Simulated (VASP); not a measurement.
A run of VASP 6.6.1 is set up as follows.

The input INCAR:

```
ALGO = Normal
EDIFF = 1E-7
ENCUT = 520
GGA = PS
ISIF = 2
ISMEAR = 0
LASPH = True
LCHARG = False
LREAL = False
LWAVE = False
NBANDS = 51
NELM = 100
PREC = Accurate
SIGMA = 0.05
```

Contents of KPOINTS:

```
k-points
0
Gamma
  6 6 6
```

Contents of POSCAR:

```
SrTiO3
1.0
   -3.8911201354      0.0000000000     -3.8911201354
    0.0000000000     -3.8911201354     -3.8911201354
   -3.8911201354     -3.8911201354      0.0000000000
Sr Ti O
2 2 6
Direct
    0.0000000000      0.0000000000      0.0023861451
    0.5000000000      0.5000000000      0.4976138549
    0.2500000000      0.2500000000      0.2500000000
    0.7500000000      0.7500000000      0.7500000000
    0.4727415208     -0.0272584792      0.5272584792
    0.0272584792      0.5272584792     -0.0272584792
    0.5272584792      0.0272584792     -0.0272584792
   -0.0272584792      0.4727415208      0.5272584792
    0.5000000000      0.5000000000     -0.0545169583
    1.0000000000      1.0000000000      0.5545169583
```

Potentials or basis: VASP PAW PBE potentials, release 64 (Sr_sv, Ti_sv, O).

Launch:

```sh
$ cat potpaw_PBE.64/Sr_sv/POTCAR potpaw_PBE.64/Ti_sv/POTCAR potpaw_PBE.64/O/POTCAR > POTCAR
$ mpirun -np 1 vasp_std > vasp.out
```

Problem. Estimate the pressure.

Solution. 2.6 GPa.

Problem. Predict the band gap on the k mesh.

Solution. 1.58 eV.

Stress tensor (GPa, compression positive):
```
 2.38 -1.92  0.00
-1.92  2.38  0.00
 0.00  0.00  3.05
```

Caveat: the cell differs from its parent crystal (atoms displaced along a vibrational mode); the PAW data sets were made with another functional, which shifts forces and pressure a little. A k mesh can miss the band edges.
